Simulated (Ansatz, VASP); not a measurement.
**Two plane-wave programs on TiTe2**

```xyz
3
Lattice="3.7904 0.0000 0.0000 -1.8952 3.2826 0.0000 0.0000 0.0000 6.5559" Properties=species:S:1:pos:R:3 pbc="T T T"
Ti    0.0000    0.0000    0.0000
Te    1.8952    1.0942    1.6901
Te    0.0000    2.1884    4.8658
```

Alike in both runs: task single point; functional r2SCAN; k mesh 6 × 6 × 4; occupations fermi-dirac, width 0.02 eV; no spin polarisation.

|  | VASP | Ansatz |
| --- | --- | --- |
| version | VASP 6.6.1 | Ansatz 0.2.0 |
| potentials or method | VASP PAW PBE potentials, release 64 (Ti_sv, Te) | plane waves, PAW |
| plane-wave cutoff (eV) | 520 | 500 |
| valence electrons in the cell | 24 | 44 |

Ansatz gave:

* pressure (GPa): 0.9
* traceless stress, the component that is largest in VASP (GPa): 0.06
* rms of the force components (eV/Å): 0.022

Task: Which values does VASP return?

Result: Pressure (GPa): 1.0; traceless stress, the component that is largest in VASP (GPa): 0.05; rms of the force components (eV/Å): 0.012.

VASP's potentials were made for PBE, not for r2SCAN. Atom by atom the forces differ by 0.010 eV/Å (rms over components). With one functional, cell and mesh, what is left measures potentials, basis and numerics. VASP's potentials hold 24 valence electrons a cell and Ansatz's 44, so a difference there can come from the potentials and not from the codes.

Neither program's run includes spin-orbit coupling.
